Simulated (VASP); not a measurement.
# ZrS2 (P-3m1) in VASP: notebook

ZrS2 is run at these levels: HSE06; tasks: single point.

All numbers are computed with VASP 6.6.1; they aren't measurements. Logs are shortened: lines on timing, memory, paths and dates and some standing lists are left out, and cuts for length are marked.

### Step 1. The cell of the first run

Symmetry: P-3m1, No. 164, trigonal system. Conventional cell: a = 3.671 Å, b = 3.671 Å, c = 6.171 Å, α = 90.00°, β = 90.00°, γ = 120.00°. Zr (site symmetry -3m) has 6 S at 2.56 Å within 3.4 Å. S (site symmetry 3m) has 3 Zr at 2.56 Å within 3.4 Å.

### Step 2. Single point, HSE06 (24.00 Å³/atom)

Input file POSCAR:

```
ZrS2
1.0
    3.6705822786      0.0000000000      0.0000000000
   -1.8352911393      3.1788175000      0.0000000000
    0.0000000000      0.0000000000      6.1712938257
Zr S
1 2
Direct
    0.0000000000      0.0000000000      0.0000000000
    0.6666666667      0.3333333333      0.7676611101
    0.3333333333      0.6666666667      0.2323388899
```

Input file INCAR.step1:

```
PREC = Accurate ; ENCUT = 400
EDIFF = 1E-5 ; ISMEAR = 0
SIGMA = 0.02 ; LREAL = False
LASPH = True ; NELM = 120
ALGO = Normal ; ISIF = 2
LWAVE = True ; LCHARG = False
GGA = PE ; NBANDS = 19
GGA_COMPAT = False
```

Input file INCAR.step2:

```
PREC = Accurate ; ENCUT = 400
EDIFF = 1E-6 ; ISMEAR = 0
SIGMA = 0.02 ; LREAL = False
LASPH = True ; NELM = 120
ALGO = Normal ; ISIF = 2
LWAVE = False ; LCHARG = False
GGA = PE ; LHFCALC = True
HFSCREEN = 0.2079 ; PRECFOCK = Normal
ISTART = 1 ; NBANDS = 19
GGA_COMPAT = False
```

Input file KPOINTS:

```
Automatic mesh
0
Gamma
  6 6 4
```

Potentials or basis: VASP PAW PBE potentials, release 64 (Zr_sv, S).

Started as:

```bash
$ cat potpaw_PBE.64/Zr_sv/POTCAR potpaw_PBE.64/S/POTCAR > POTCAR
$ cp INCAR.step1 INCAR
$ mpirun -np 1 vasp_std > vasp.out
$ cp INCAR.step2 INCAR
$ mpirun -np 1 vasp_std > vasp.out
```

OUTCAR:

```text
PREC = Accurate
   ENCUT = 400
   EDIFF = 1E-6
   ISMEAR = 0
   LREAL = False
   LASPH = True
   NELM = 120
   ISIF = 2
   GGA = PE
   LHFCALC = True
   HFSCREEN = 0.2079
   PRECFOCK = Normal
   ISTART = 1

 ion  position               nearest neighbor table
   1  0.000  0.000  0.000-   2 2.56   3 2.56   2 2.56   3 2.56   2 2.56   3 2.56
   2  0.667  0.333  0.768-   1 2.56   1 2.56   1 2.56
   3  0.333  0.667  0.232-   1 2.56   1 2.56   1 2.56

  LATTYP: Found a hexagonal cell.
 ALAT       =     3.6705822786
 C/A-ratio  =     1.6812847002

  Lattice vectors:

 A1 = (   3.6705822786,   0.0000000000,   0.0000000000)
 A2 = (  -1.8352911393,   3.1788175000,   0.0000000000)
 A3 = (   0.0000000000,   0.0000000000,   6.1712938257)

Analysis of symmetry for initial positions (statically):
=====================================================================
 Subroutine PRICEL returns:
 Original cell was already a primitive cell.

 Routine SETGRP: Setting up the symmetry group for a
 hexagonal supercell.

 Subroutine GETGRP returns: Found 12 space group operations
 (whereof 12 operations were pure point group operations)
 out of a pool of 24 trial point group operations.

The static configuration has the point symmetry D_3d.

Analysis of symmetry for dynamics (positions and initial velocities):
=====================================================================
 Subroutine PRICEL returns:
 Original cell was already a primitive cell.

 Routine SETGRP: Setting up the symmetry group for a
 hexagonal supercell.

 Subroutine GETGRP returns: Found 12 space group operations
 (whereof 12 operations were pure point group operations)
 out of a pool of 24 trial point group operations.

The dynamic configuration has the point symmetry D_3d.

 Subroutine INISYM returns: Found 12 space group operations
 (whereof 12 operations are pure point group operations),
 and found     1 'primitive' translations

----------------------------------------------------------------------------------------

                                     Primitive cell

  volume of cell :      72.0073

  direct lattice vectors                    reciprocal lattice vectors
     3.670582279  0.000000000  0.000000000     0.272436340  0.157291194  0.000000000
    -1.835291139  3.178817500  0.000000000     0.000000000  0.314582388  0.000000000
     0.000000000  0.000000000  6.171293826     0.000000000  0.000000000  0.162040575

  length of vectors
     3.670582279  3.670582279  6.171293826     0.314582388  0.314582388  0.162040575

  position of ions in fractional coordinates (direct lattice)
     0.000000000  0.000000000  0.000000000
     0.666666667  0.333333333  0.767661110
     0.333333333  0.666666667  0.232338890

  ion indices of the primitive-cell ions
   primitive index   ion index
                 1           1
                 2           2
                 3           3

----------------------------------------------------------------------------------------

 KPOINTS: Automatic mesh

Automatic generation of k-mesh.
 Grid dimensions read from file:
 generate k-points for:    6    6    4

 Generating k-lattice:

  Cartesian coordinates                     Fractional coordinates (reciprocal lattice)
     0.045406057  0.026215199  0.000000000     0.166666667  0.000000000  0.000000000
     0.000000000  0.052430398  0.000000000     0.000000000  0.166666667  0.000000000
     0.000000000  0.000000000  0.040510144     0.000000000  0.000000000  0.250000000

  Length of vectors
     0.052430398  0.052430398  0.040510144

  Shift w.r.t. Gamma in fractional coordinates (k-lattice)
     0.000000000  0.000000000  0.000000000

 Subroutine IBZKPT returns following result:
 ===========================================

 Found     24 irreducible k-points:

 Following reciprocal coordinates:
            Coordinates               Weight
  0.000000  0.000000  0.000000      1.000000
  0.166667  0.000000  0.000000      6.000000
  0.333333  0.000000  0.000000      6.000000
  0.500000  0.000000  0.000000      3.000000
  0.166667  0.166667  0.000000      6.000000
  0.333333  0.166667  0.000000     12.000000
[... 16 lines left out ...]
  0.333333  0.166667  0.500000     12.000000
  0.333333  0.333333  0.500000      2.000000
   k-points           NKPTS =     24   k-points in BZ     NKDIM =    144   number of bands    NBANDS=     19
   number of dos      NEDOS =    301   number of ions     NIONS =      3
   total plane-waves  NPLWV =  23040
   dimension x,y,z NGX =    24 NGY =   24 NGZ =   40
   dimension x,y,z NGXF=    48 NGYF=   48 NGZF=   80
   ions per type =               1   2
   NGX,Y,Z   is equivalent  to a cutoff of  10.87, 10.87, 10.78 a.u.
   NGXF,Y,Z  is equivalent  to a cutoff of  21.74, 21.74, 21.55 a.u.
 SYSTEM =  unknown system
   PREC   = accura    normal or accurate (medium, high low for compatibility)
   ISTART =      1    job   : 0-new  1-cont  2-samecut
   ICHARG =      0    charge: 1-file 2-atom 10-const
   ISPIN  =      1    spin polarized calculation?
   LNONCOLLINEAR =      F non collinear calculations
   LSORBIT =      F    spin-orbit coupling
   LASPH  =      T    aspherical Exc in radial PAW
   ENCUT  =  400.0 eV  29.40 Ry    5.42 a.u.   5.99  5.99 10.06*2*pi/ulx,y,z
   NELM   =    120;   NELMIN=  2; NELMDL=  0     # of ELM steps
   EDIFF  = 0.1E-05   stopping-criterion for ELM
   LREAL  =      F    real-space projection
   EDIFFG = 0.1E-04   stopping-criterion for IOM
   NSW    =      0    number of steps for IOM
   IBRION =     -1    ionic relax: 0-MD 1-quasi-New 2-CG
   NFREE  =      0    steps in history (QN), initial steepest desc. (CG)
   ISIF   =      2    stress and relaxation
   ISYM   =      3    0-nonsym 1-usesym 2-fastsym
   POTIM  = 0.5000    time-step for ionic-motion
   TEBEG  =    0.0;   TEEND  =   0.0 temperature during run
   PSTRESS=    0.0 pullay stress
   NELECT =      24.0000    total number of electrons
   NUPDOWN=      -1.0000    fix difference up-down
   EMIN   =  10.00;   EMAX   =-10.00  energy-range for DOS
   EFERMI =   0.00;   METHOD = LEGACY
   ISMEAR =     0;   SIGMA  =   0.02  broadening in eV -4-tet -1-fermi 0-gaus
   EFERMI_NEDOS =   21; number of points for ismear=-14 and -15
   IALGO  =     38    algorithm
   IMIX   =      1    mixing-type and parameters
     AMIX     =   0.40;   BMIX     =  1.00
     AMIX_MAG =   1.60;   BMIX_MAG =  1.00
  volume/ion in A,a.u.               =      24.00       161.98
  Fermi-wavevector in a.u.,A,eV,Ry     =   1.135062  2.144956 17.529285  1.288366
  Thomas-Fermi vector in A             =   2.271767
   LORBIT       =      0    0 simple, 1 ext, 2 COOP (PROOUT), +10 PAW based schemes
   GGA     = PE    functional components
   LHFCALC =     T    Hartree Fock is set to
   PRECFOCK=normal    Normal, Fast or Accurate (Low or Medium for compatibility)
   ENCUT4O =  -1.0   cutoff for four orbital integrals eV
   NKREDX  =     1    reduce k-point grid by
   NKREDY  =     1    reduce k-point grid by
   NKREDZ  =     1    reduce k-point grid by
   AEXX    =    0.2500 exact exchange contribution
   HFSCREEN=    0.2079 screening length (either q_TF or 0.3 A-1)
   HFSCREENC=   0.2079 screening length for correlation (either q_TF or 0.3 A-1)
   ENCUTFOCK=  -1.0 apply spherical cutoff to Coloumb kernel
   IVDW    =     0    specifies the selected vdW correction
   LEPSILON=     F    determine dielectric tensor
   LRPA    =     F    only Hartree local field effects (RPA)
 non-spin polarized calculation
 Gauss-broadening in eV      SIGMA  =   0.02
  energy-cutoff  :      400.00
  volume of cell :       72.01
 maximum number of plane-waves:      1329
  NGX = 18; NGY = 18; NGZ = 32

 number of electron      24.0000005 magnetization

 Free energy of the ion-electron system (eV)
  ---------------------------------------------------
  ext. energy  EPLUGINS =         0.00000000
  ---------------------------------------------------
  free energy    TOTEN  =       -25.44353209 eV

  energy without entropy =      -25.44353209  energy(sigma->0) =      -25.44353209

 E-fermi :   3.5037     XC(G=0):  -7.6833

 val. band max:        3.3777182663   @ k =   0.0000   0.0000   0.0000
 cond. band min:       5.2887895516   @ k =   0.5000   0.0000   0.5000
 fundamental gap:      1.9110712852
 Fermi energy:         3.5037405462

 k-point     1 :       0.0000    0.0000    0.0000
  band No.  band energies     occupation
      1     -48.8776      2.00000
      2     -25.5573      2.00000
      3     -25.3729      2.00000
      4     -25.3729      2.00000
      5     -10.4887      2.00000
      6      -8.9527      2.00000
[... 11 lines left out ...]
     18      10.2608      0.00000
     19      10.3546      0.00000

 k-point     2 :       0.1667    0.0000    0.0000
  band No.  band energies     occupation
      1     -48.8722      2.00000
      2     -25.5405      2.00000
      3     -25.4529      2.00000
      4     -25.3902      2.00000
      5     -10.1822      2.00000
      6      -9.0236      2.00000
[... 11 lines left out ...]
     18      11.3494      0.00000
     19      12.0491      0.00000

 k-point     3 :       0.3333    0.0000    0.0000
  band No.  band energies     occupation
      1     -48.8612      2.00000
      2     -25.6098      2.00000
      3     -25.5058      2.00000
      4     -25.4243      2.00000
      5      -9.5721      2.00000
      6      -9.0919      2.00000
[... 11 lines left out ...]
     18      11.9409      0.00000
     19      12.8229      0.00000

 k-point     4 :       0.5000    0.0000    0.0000
  band No.  band energies     occupation
      1     -48.8557      2.00000
      2     -25.6858      2.00000
      3     -25.4890      2.00000
      4     -25.4411      2.00000
      5      -9.4389      2.00000
      6      -8.8987      2.00000
[... 407 lines left out ...]
     18      13.2136      0.00000
     19      13.2382      0.00000

 k-point    23 :       0.3333    0.1667    0.5000
  band No.  band energies     occupation
      1     -48.8557      2.00000
      2     -25.6449      2.00000
      3     -25.4915      2.00000
      4     -25.4815      2.00000
      5      -9.3449      2.00000
      6      -8.9973      2.00000
[... 11 lines left out ...]
     18      11.7313      0.00000
     19      12.4933      0.00000

 k-point    24 :       0.3333    0.3333    0.5000
  band No.  band energies     occupation
      1     -48.8530      2.00000
      2     -25.5880      2.00000
      3     -25.5880      2.00000
      4     -25.4816      2.00000
      5      -9.0931      2.00000
      6      -9.0931      2.00000
[... 11 lines left out ...]
     18      12.7654      0.00000
     19      13.2612      0.00000

------------------------ aborting loop because EDIFF is reached ----------------------------------------

  FORCE on cell =-STRESS in cart. coord.  units (eV):
  Direction    XX          YY          ZZ          XY          YZ          ZX
  --------------------------------------------------------------------------------------
  -------------------------------------------------------------------------------------
  Total        0.1629921      0.1629921      0.1978320     -0.0000000      0.0000000     -0.0000000
  in kB        3.6266065      3.6266065      4.4018004     -0.0000000      0.0000000     -0.0000000
  external PRESSURE =       3.8850045 kB  Pullay stress =       0.0000000 kB

 VOLUME and BASIS-vectors are now :
 -----------------------------------------------------------------------------
  energy-cutoff  :      400.00
  volume of cell :       72.01
      direct lattice vectors                 reciprocal lattice vectors
     3.670582279  0.000000000  0.000000000     0.272436340  0.157291194  0.000000000
    -1.835291139  3.178817500  0.000000000     0.000000000  0.314582388  0.000000000
     0.000000000  0.000000000  6.171293826     0.000000000  0.000000000  0.162040575

 POSITION                                       TOTAL-FORCE (eV/Angst)
 -----------------------------------------------------------------------------------
      0.00000      0.00000      0.00000        -0.000000      0.000000      0.000000
      1.83529      1.05961      4.73746        -0.000000      0.000000     -0.003871
     -0.00000      2.11921      1.43383         0.000000      0.000000      0.003871
 -----------------------------------------------------------------------------------
    total drift:                               -0.000000     -0.000000     -0.000000

  FREE ENERGIE OF THE ION-ELECTRON SYSTEM (eV)
  ---------------------------------------------------
  free  energy   TOTEN  =       -25.4435320933 eV

  energy  without entropy=      -25.4435320933  energy(sigma->0) =      -25.44353209
```

Run time: 45 min. Hardware: 1 thread of Intel Xeon Platinum 8488C (Sapphire Rapids), shared host; peak memory 0.28 GiB.

Results:

```yaml
Free_energy: -25.4435 eV
Pressure: 0.4 GPa
Largest_force: 0.004 eV/Å
Band_gap_on_the_k_mesh: 1.91 eV (least direct gap 2.58 eV)
```

Forces on the atoms (eV/Å):
```
Zr   0.000  0.000  0.000
S    0.000  0.000 -0.004
S    0.000  0.000  0.004
```

Levels at points of the mesh, in eV from the valence-band top:
```csv
k point,band 10,band 11,band 12,band 13,band 14,band 15
"(0.00, 0.00, 0.00)",-0.11,0.00,0.00,2.58,2.58,3.53
"(0.50, 0.00, 0.00)",-2.50,-1.70,-1.20,2.07,4.50,4.79
"(0.00, 0.00, 0.50)",-1.55,-0.08,-0.08,2.56,2.56,3.88
"(0.50, 0.00, 0.50)",-2.40,-1.05,-0.91,1.91,4.48,4.80
```

Caveat: the PAW data sets were made with another functional, which shifts forces and pressure a little; this functional lacks dispersion, which binds the layers, so the pressure and a relaxed spacing across them are unreliable. A k mesh can miss the band edges.

### Step 3. Single point, HSE06 (27.07 Å³/atom)

This run uses another cell than the first one, of 27.07 Å³/atom.

Input file POSCAR:

```
ZrS2
1.0
    3.6812453943      0.0000000000      0.0000000000
   -1.8406226972      3.1880520290      0.0000000000
    0.0000000000      0.0000000000      6.9188613163
Zr S
1 2
Direct
    0.0000000000      0.0000000000      0.0000000000
    0.6666666667      0.3333333333      0.7931291307
    0.3333333333      0.6666666667      0.2068708693
```

Input file INCAR.step1:

```
PREC = Accurate ; ENCUT = 400
EDIFF = 1E-5 ; ISMEAR = 0
SIGMA = 0.02 ; LREAL = False
LASPH = True ; NELM = 120
ALGO = Normal ; ISIF = 2
LWAVE = True ; GGA = PE
NBANDS = 19 ; GGA_COMPAT = False
KPAR = 4
```

Input file INCAR.step2:

```
PREC = Accurate ; ENCUT = 400
EDIFF = 1E-6 ; ISMEAR = 0
SIGMA = 0.02 ; LREAL = False
LASPH = True ; NELM = 120
ALGO = Normal ; ISIF = 2
LWAVE = False ; LCHARG = True
GGA = PE ; LHFCALC = True
HFSCREEN = 0.2079 ; PRECFOCK = Normal
LVHAR = True ; ISTART = 1
NBANDS = 19 ; GGA_COMPAT = False
KPAR = 4
```

KPOINTS is that of step 2.

Potentials or basis: VASP PAW PBE potentials, release 64 (Zr_sv, S).

Started as:

```bash
$ cat potpaw_PBE.64/Zr_sv/POTCAR potpaw_PBE.64/S/POTCAR > POTCAR
$ cp INCAR.step1 INCAR
$ mpirun -np 4 vasp_std > vasp.out
$ cp INCAR.step2 INCAR
$ mpirun -np 4 vasp_std > vasp.out
```

It took 21 min on 4 MPI ranks of AMD EPYC 7R43 (Zen 3), shared host; peak memory 0.26 GiB.

It converged, with:

* Free energy: -25.4490 eV
* Pressure: -0.2 GPa
* Largest force: 0.004 eV/Å
* Band gap on the k mesh: 2.00 eV (least direct gap 2.60 eV)

Forces on the atoms (eV/Å):
```
Zr   0.000  0.000  0.000
S    0.000  0.000 -0.004
S    0.000  0.000  0.004
```

Levels at points of the mesh, in eV from the valence-band top:
| k point | band 10 | band 11 | band 12 | band 13 | band 14 | band 15 |
| --- | --- | --- | --- | --- | --- | --- |
| (0.00, 0.00, 0.00) | -0.50 | 0.00 | 0.00 | 2.60 | 2.60 | 3.59 |
| (0.50, 0.00, 0.00) | -2.39 | -1.39 | -1.11 | 2.10 | 4.49 | 4.78 |
| (0.00, 0.00, 0.50) | -1.14 | -0.01 | -0.01 | 2.60 | 2.60 | 3.85 |
| (0.50, 0.00, 0.50) | -2.37 | -1.12 | -1.08 | 2.00 | 4.48 | 4.78 |

Caveat: the PAW data sets were made with another functional, which shifts forces and pressure a little; this functional lacks dispersion, which binds the layers, so the pressure and a relaxed spacing across them are unreliable. A k mesh can miss the band edges.
